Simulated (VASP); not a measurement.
Write the native input for VASP 6.6.1 that does the following.

| Item | Value |
| --- | --- |
| Task | single point |
| Functional | PBEsol |
| Potentials or basis | VASP PAW PBE potentials, release 64 (Ge_d) |
| Cutoff | 500 eV |
| k mesh | 6 × 6 × 6 |
| Occupations | gaussian, width 0.1 eV |
| Spin | no spin polarisation |
| Dipole correction | no |
| Further INCAR settings | ALGO = Normal; EDIFF = 1e-06; NBANDS = 21 |

The structure of Ge lies in POSCAR:

```
Ge
1.0
    1.6344177517      0.9436315289      4.4546388981
   -1.6344177517      0.9436315289      4.4546388981
    0.0000000000     -1.8872630577      4.4546388981
Ge
2
Direct
    0.1640000000      0.1640000000      0.1640000000
    0.8360000000      0.8360000000      0.8360000000
```

This cell differs from its parent crystal: C replaced by Ge, lengths x 1.347, strained.

These files were run (other wordings do the same):

INCAR

```
PREC     = Accurate       # precision mode
ENCUT    = 500            # plane-wave cutoff, eV
EDIFF    = 1E-6           # SCF threshold, eV
ISMEAR   = 0              # smearing method
SIGMA    = 0.1            # smearing width, eV
LREAL    = F              # projectors in reciprocal space
LASPH    = T              # aspherical terms in the spheres
NELM     = 120            # most SCF steps
ALGO     = Normal         # electronic algorithm
ISIF     = 2              # what is computed and relaxed
LWAVE    = F              # write WAVECAR
LCHARG   = F              # write CHGCAR
GGA      = PS             # functional
NBANDS   = 21             # bands
GGA_COMPAT= F
```

KPOINTS

```
Automatic mesh
0
Gamma
  6 6 6
```

Potentials or basis: VASP PAW PBE potentials, release 64 (Ge_d).

The run is started by

```console
$ cat potpaw_PBE.64/Ge_d/POTCAR > POTCAR
$ mpirun -np 1 vasp_std > vasp.out
```

It gave:

The pressure is 101.7 GPa. The largest force is 1.205 eV/Å and the band gap on the k mesh is 0.23 eV (least direct gap 0.62 eV).

Caveat: the cell differs from its parent crystal (C replaced by Ge, lengths x 1.347, strained); the stress differs along the axes, from -1 to 153 GPa; the PAW data sets were made with another functional, which shifts forces and pressure a little.

Wall time 32 s on 1 thread of Intel Xeon 8259CL, with other jobs on the host, peak memory 0.2 GiB.
